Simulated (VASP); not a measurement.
# Ta (Im-3m) in VASP: relaxation of cell and atoms with r2SCAN

Aim: the relaxation of cell and atoms of Ta with r2SCAN.

Everything below comes from runs of VASP 6.6.1. Logs are shortened: lines on timing, memory, paths and dates and some standing lists are left out, and cuts for length are marked.

## Step 1: The cell of the first run

It takes space group Im-3m (No. 229, cubic). Conventional cell: a = 3.305 Å, b = 3.305 Å, c = 3.305 Å, α = 90.00°, β = 90.00°, γ = 90.00°. Ta (site symmetry m-3m) has 14 Ta at 2.86 to 3.30 Å within 3.8 Å.

## Step 2: Relaxation of cell and atoms, r2SCAN

The input, POSCAR:

```
Ta
1.0
    0.0000000000     -3.3046225765      3.3046225765
    3.3046225765     -3.3046225765      0.0000000000
    3.3046225765      0.0000000000      3.3046225765
Ta
4
Direct
    0.0000000000      0.0000000000      0.0000000000
    0.2500000000      0.2500000000      0.2500000000
    0.5000000000      0.5000000000      0.5000000000
    0.7500000000      0.7500000000      0.7500000000
```

The input, INCAR.step1:

```
ALGO     = Normal         # electronic algorithm
EDIFF    = 1E-4           # SCF threshold, eV
ENCUT    = 600            # plane-wave cutoff, eV
GGA      = PE             # functional
ISMEAR   = 0              # smearing method
LASPH    = T              # aspherical terms in the spheres
LCHARG   = F              # write CHGCAR
LREAL    = F              # projectors in reciprocal space
LWAVE    = T              # write WAVECAR
NELM     = 80             # most SCF steps
PREC     = Accurate       # precision mode
SIGMA    = 0.1            # smearing width, eV
```

The input, INCAR.step2:

```
ALGO     = Normal         # electronic algorithm
EDIFF    = 1E-6           # SCF threshold, eV
EDIFFG   = -0.015         # ionic threshold
ENCUT    = 600            # plane-wave cutoff, eV
IBRION   = 2              # ionic algorithm
ISIF     = 3              # what is computed and relaxed
ISMEAR   = 0              # smearing method
ISTART   = 1            
LASPH    = T              # aspherical terms in the spheres
LCHARG   = F              # write CHGCAR
LMIXTAU  = T            
LREAL    = F              # projectors in reciprocal space
LWAVE    = F              # write WAVECAR
METAGGA  = R2SCAN         # meta-GGA
NELM     = 80             # most SCF steps
NSW      = 80             # ionic steps
PREC     = Accurate       # precision mode
SIGMA    = 0.1            # smearing width, eV
```

The input, KPOINTS:

```
k-points
0
Gamma
  12 12 12
```

Potentials or basis: VASP PAW PBE potentials, release 64 (Ta_pv).

Run with:

```
$ cat potpaw_PBE.64/Ta_pv/POTCAR > POTCAR
$ cp INCAR.step1 INCAR
$ mpirun -np 1 vasp_std > vasp.out
$ cp INCAR.step2 INCAR
$ mpirun -np 1 vasp_std > vasp.out
```

OUTCAR:

```text
EDIFF = 1E-6
   EDIFFG = -0.015
   ENCUT = 600
   IBRION = 2
   ISIF = 3
   ISMEAR = 0
   ISTART = 1
   LASPH = T
   LREAL = F
   METAGGA = R2SCAN
   NELM = 80
   NSW = 80
   PREC = Accurate

 ion  position               nearest neighbor table
   1  0.000  0.000  0.000-   4 2.86   4 2.86   4 2.86   2 2.86   4 2.86   2 2.86   2 2.86   2 2.86
                             3 3.30   3 3.30   3 3.30   3 3.30   3 3.30   3 3.30
   2  0.250  0.250  0.250-   1 2.86   1 2.86   1 2.86   1 2.86   3 2.86   3 2.86   3 2.86   3 2.86
                             4 3.30   4 3.30   4 3.30   4 3.30   4 3.30   4 3.30
   3  0.500  0.500  0.500-   2 2.86   2 2.86   2 2.86   2 2.86   4 2.86   4 2.86   4 2.86   4 2.86
                             1 3.30   1 3.30   1 3.30   1 3.30   1 3.30   1 3.30
   4  0.750  0.750  0.750-   3 2.86   3 2.86   3 2.86   1 2.86   3 2.86   1 2.86   1 2.86   1 2.86
                             2 3.30   2 3.30   2 3.30   2 3.30   2 3.30   2 3.30

  LATTYP: Found a face centered cubic cell.
 ALAT       =     6.6092451530

  Lattice vectors:

 A1 = (   0.0000000000,  -3.3046225765,   3.3046225765)
 A2 = (   3.3046225765,  -3.3046225765,   0.0000000000)
 A3 = (   3.3046225765,   0.0000000000,   3.3046225765)

Analysis of symmetry for initial positions (statically):
=====================================================================
 Subroutine PRICEL returns following result:

  LATTYP: Found a body centered cubic cell.
 ALAT       =     3.3046225765

  Lattice vectors:

 A1 = (  -1.6523112882,   1.6523112882,  -1.6523112882)
 A2 = (   1.6523112882,  -1.6523112882,  -1.6523112882)
 A3 = (  -1.6523112882,  -1.6523112882,   1.6523112882)

   4 primitive cells build up your supercell.

 Routine SETGRP: Setting up the symmetry group for a
 face centered cubic supercell.

 Subroutine GETGRP returns: Found 48 space group operations
 (whereof 48 operations were pure point group operations)
 out of a pool of 48 trial point group operations.

The static configuration has the point symmetry O_h .

Analysis of symmetry for dynamics (positions and initial velocities):
=====================================================================
 Subroutine PRICEL returns following result:

  LATTYP: Found a body centered cubic cell.
 ALAT       =     3.3046225765

  Lattice vectors:

 A1 = (  -1.6523112882,   1.6523112882,  -1.6523112882)
 A2 = (   1.6523112882,  -1.6523112882,  -1.6523112882)
[... 117 lines left out ...]
   POTIM  = 0.5000    time-step for ionic-motion
   TEBEG  =    0.0;   TEEND  =   0.0 temperature during run
   PSTRESS=    0.0 pullay stress
   NELECT =      44.0000    total number of electrons
   NUPDOWN=      -1.0000    fix difference up-down
   EMIN   =  10.00;   EMAX   =-10.00  energy-range for DOS
   EFERMI =   0.00;   METHOD = LEGACY
   ISMEAR =     0;   SIGMA  =   0.10  broadening in eV -4-tet -1-fermi 0-gaus
   EFERMI_NEDOS =   21; number of points for ismear=-14 and -15
   IALGO  =     38    algorithm
   IMIX   =      4    mixing-type and parameters
     AMIX     =   0.40;   BMIX     =  1.00
     AMIX_MAG =   1.60;   BMIX_MAG =  1.00
  volume/ion in A,a.u.               =      18.04       121.77
  Fermi-wavevector in a.u.,A,eV,Ry     =   1.388121  2.623168 26.216777  1.926879
  Thomas-Fermi vector in A             =   2.512277
   LORBIT       =      0    0 simple, 1 ext, 2 COOP (PROOUT), +10 PAW based schemes
   METAGGA = R2SCAN    functional components
   LHFCALC =     F    Hartree Fock is set to
   AEXX    =    0.0000 exact exchange contribution
   IVDW    =     0    specifies the selected vdW correction
   LEPSILON=     F    determine dielectric tensor
   LRPA    =     F    only Hartree local field effects (RPA)
 conjugate gradient relaxation of ions
 non-spin polarized calculation
 Gauss-broadening in eV      SIGMA  =   0.10
  energy-cutoff  :      600.00
  volume of cell :       72.18
 maximum number of plane-waves:      2450
 NGX is ok and might be reduce to    40
   NGX = 19   NGY = 19   NGZ = 19

--------------------------------------- Ionic step        1  -------------------------------------------

 number of electron      43.9999998 magnetization

 Free energy of the ion-electron system (eV)
  ---------------------------------------------------
  ext. energy  EPLUGINS =         0.00000000
  ---------------------------------------------------
  free energy    TOTEN  =      -194.33088452 eV

  energy without entropy =     -194.30558933  energy(sigma->0) =     -194.31823693

------------------------ aborting loop because EDIFF is reached ----------------------------------------

  FORCE on cell =-STRESS in cart. coord.  units (eV):
  Direction    XX          YY          ZZ          XY          YZ          ZX
  --------------------------------------------------------------------------------------
  -------------------------------------------------------------------------------------
  Total        0.3792547      0.3792547      0.3792547      0.0000000     -0.0000000      0.0000000
  in kB        8.4187188      8.4187188      8.4187188      0.0000000     -0.0000000      0.0000000
  external PRESSURE =       8.4187188 kB  Pullay stress =       0.0000000 kB
[... 63 lines left out ...]
--------------------------------------- Ionic step        3  -------------------------------------------

 number of electron      43.9999999 magnetization

 Free energy of the ion-electron system (eV)
  ---------------------------------------------------
  ext. energy  EPLUGINS =         0.00000000
  ---------------------------------------------------
  free energy    TOTEN  =      -194.33164402 eV

  energy without entropy =     -194.30648933  energy(sigma->0) =     -194.31906667

 E-fermi :   5.2474     XC(G=0): -13.7381

 val. band max:        5.2460154640   @ k =   0.3333   0.0833   0.0000
 cond. band min:       5.2833708177   @ k =   0.4167   0.2500   0.0000
 fundamental gap:      0.0373553537
 Fermi energy:         5.2474243435

 k-point     1 :       0.0000    0.0000    0.0000
  band No.  band energies     occupation
      1     -29.8135      2.00000
      2     -29.8135      2.00000
      3     -29.8135      2.00000
      4     -29.5849      2.00000
      5     -29.5849      2.00000
      6     -29.5849      2.00000
[... 685 lines left out ...]
     25       8.2355      0.00000
     26       8.8053      0.00000

 [... further k-points ...]

------------------------ aborting loop because EDIFF is reached ----------------------------------------

  FORCE on cell =-STRESS in cart. coord.  units (eV):
  Direction    XX          YY          ZZ          XY          YZ          ZX
  --------------------------------------------------------------------------------------
  -------------------------------------------------------------------------------------
  Total        0.0004483      0.0004483      0.0004483      0.0000000     -0.0000000      0.0000000
  in kB        0.0099117      0.0099117      0.0099117      0.0000000     -0.0000000      0.0000000
  external PRESSURE =       0.0099117 kB  Pullay stress =       0.0000000 kB
[... 19 lines left out ...]
  FREE ENERGIE OF THE ION-ELECTRON SYSTEM (eV)
  ---------------------------------------------------
  free  energy   TOTEN  =      -194.3316440159 eV

  energy  without entropy=     -194.3064893315  energy(sigma->0) =     -194.31906667

 reached required accuracy - stopping structural energy minimisation
```

OSZICAR.step1:

```text
N       E                     dE             d eps       ncg     rms          rms(c)
DAV:   1     0.443331377992E+03    0.44333E+03   -0.27137E+04  3744   0.196E+03
DAV:   2    -0.313830521304E+02   -0.47471E+03   -0.46925E+03  4144   0.527E+02
DAV:   3    -0.487149743606E+02   -0.17332E+02   -0.16494E+02  4942   0.840E+01
DAV:   4    -0.490941852331E+02   -0.37921E+00   -0.37373E+00  4254   0.110E+01
DAV:   5    -0.491056439979E+02   -0.11459E-01   -0.11431E-01  4980   0.152E+00    0.268E+01
DAV:   6    -0.476870373642E+02    0.14186E+01   -0.16296E+00  4254   0.107E+01    0.131E+01
DAV:   7    -0.472560714417E+02    0.43097E+00   -0.14804E+00  4438   0.952E+00    0.718E-01
DAV:   8    -0.472523026585E+02    0.37688E-02   -0.35676E-02  4220   0.153E+00    0.257E-01
DAV:   9    -0.472521864777E+02    0.11618E-03   -0.16666E-03  4594   0.279E-01    0.709E-02
DAV:  10    -0.472521584397E+02    0.28038E-04   -0.11398E-04  2272   0.103E-01
   1 F= -.47252158E+02 E0= -.47237973E+02  d E =-.283713E-01
```

Run time: 49 min. Hardware: 1 thread of Oxide Virtual Turin-like, shared host; peak memory 0.3 GiB.

Results:

- Free energy: -194.3316 eV
- Relaxed volume: 18.12 Å³/atom
- Relaxed cell: a = 4.680 Å, b = 4.680 Å, c = 4.680 Å, α = 60.00°, β = 60.00°, γ = 60.00°
- Space group after relaxing (to 0.1 Å): Im-3m (No. 229)
- Energy gained by relaxing: 0.2 meV/atom
- Ionic steps: 3
- Pressure after relaxing: 0.0 GPa
- Band gap on the k mesh: zero (bands 22 and 23 overlap by 2.34 eV)

Step by step:
| step | energy change (eV) | largest force (eV/Å) | pressure (GPa) | volume (Å³) |
| --- | --- | --- | --- | --- |
| 1 | 0.0000 | 0.0000 | 0.84 | 72.18 |
| 2 | 0.0035 | 0.0000 | -1.93 | 73.17 |
| 3 | -0.0008 | 0.0000 | 0.00 | 72.47 |

Final structure:
```
CELL_PARAMETERS angstrom
0.00000 -3.30908 3.30908
3.30908 -3.30908 0.00000
3.30908 0.00000 3.30908
ATOMIC_POSITIONS crystal
Ta 0.00000 0.00000 0.00000
Ta 0.25000 0.25000 0.25000
Ta 0.50000 0.50000 0.50000
Ta 0.75000 0.75000 0.75000
```

Caveat: the PAW data sets were made with another functional, which shifts forces and pressure a little; spin-orbit coupling is left out, which moves the levels of the heavy elements.

The gap in the log of VASP goes by the Fermi energy; the results here count the filled bands.